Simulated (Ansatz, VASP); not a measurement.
# C in VASP and in Ansatz

```
CELL_PARAMETERS angstrom
2.56470 0.00000 0.00000
-1.28235 2.22110 0.00000
0.00000 0.00000 12.73980
ATOMIC_POSITIONS crystal
C 0.00000 0.00000 0.18686
C 0.00000 0.00000 0.68686
C 0.00000 0.00000 0.31314
C 0.00000 0.00000 0.81314
C 0.33333 0.66667 0.52077
C 0.66667 0.33333 0.02077
C 0.33333 0.66667 0.97923
C 0.66667 0.33333 0.47923
C 0.33333 0.66667 0.64510
C 0.66667 0.33333 0.14510
C 0.33333 0.66667 0.85490
C 0.66667 0.33333 0.35490
```

Alike in both runs: task single point; functional PBE; k mesh 12 × 12 × 2; occupations gaussian, width 0.05 eV; no spin polarisation.

```csv
,VASP,Ansatz
version,VASP 6.6.1,Ansatz 0.2.0
potentials or method,"VASP PAW PBE potentials, release 64 (C), cutoff 520 eV","scalar-relativistic, plane waves, PAW"
valence electrons in the cell,48,48
```

|  | VASP | Ansatz | Ansatz less VASP |
| --- | --- | --- | --- |
| gap on the k mesh at the Fermi level (eV) | 4.30 | 4.31 | +0.007 |
| least direct gap on the mesh (eV) | 5.18 | 5.19 | +0.004 |
| pressure (GPa) | -22.6 | -23.0 | -0.42 |
| traceless stress, the component that is largest in VASP (GPa) | -5.00 | -4.96 | +0.043 |
| rms of the force components (eV/Å) | 0.019 | 0.021 | +0.0020 |

Atom by atom the forces differ by 0.002 eV/Å (rms over components).
